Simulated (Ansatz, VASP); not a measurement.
**Cs in VASP and in Ansatz**

INCAR

```
SYSTEM = Cs
ALGO = Normal
EDIFF = 1E-7
ENCUT = 520
GGA = PS
ISIF = 2
ISMEAR = -4
LASPH = .TRUE.
LCHARG = .TRUE.
LELF = .TRUE.
LREAL = .FALSE.
LVHAR = .TRUE.
LWAVE = .FALSE.
NBANDS = 20
NELM = 60
PREC = Accurate
SIGMA = 0.1
```

Contents of KPOINTS:

```
k-points
0
G
  10 10 4
  0 0 0
```

Contents of POSCAR:

```
Cs
1.0
    0.0000000000      3.8081082638     -3.8081082638
   -3.8081082638      0.0000000000      3.8081082638
    7.6162165276      7.6162165276      7.6162165276
Cs
3
Direct
    0.0000000000      0.0000000000      0.0000000000
    0.3333333330      0.6666666670      0.3333333330
    0.6666666670      0.3333333330      0.6666666670
```

Input for Ansatz:

```yaml
crystal:
  lattice:
    - [0.0, 3.8081082638, -3.8081082638]
    - [-3.8081082638, 0.0, 3.8081082638]
    - [7.6162165276, 7.6162165276, 7.6162165276]
  atoms:
    - { symbol: Cs, position: [0.0, 0.0, 0.0] }
    - { symbol: Cs, position: [0.333333333, 0.666666667, 0.333333333] }
    - { symbol: Cs, position: [0.666666667, 0.333333333, 0.666666667] }
kpoints:
  mp_grid: { grid: [10, 10, 4] }
scf:
  occupations: { method: tetrahedron_uncorrected }
hamiltonian:
  xc: pbesol
  pseudopotentials: { kind: paw }
output:
  forces: true
  stress: true
  eigenvalues: true
```

Alike in both runs: task single point; functional PBEsol; k mesh 10 × 10 × 4; no spin polarisation.

|  | VASP | Ansatz |
| --- | --- | --- |
| version | VASP 6.6.1 | Ansatz 0.2.0 |
| potentials or method | VASP PAW PBE potentials, release 64 (Cs_sv) | PAW with Ansatz's default frozen-core files, scalar-relativistic |
| plane-wave cutoff (eV) | 520 | 420 |
| occupations | tetrahedron | tetrahedron-uncorrected |
| valence electrons in the cell | 27 | 27 |

```tsv
	VASP	Ansatz	Ansatz less VASP
gap on the k mesh at the Fermi level (eV)	none	none	-
pressure (GPa)	0.0	0.0	+0.01
```

VASP's potentials were made for PBE, not for PBEsol. A gap of «none» marks a metal or a gap that the smearing closes. Ansatz's warnings: band table not solved further.

Spin-orbit coupling is off throughout.
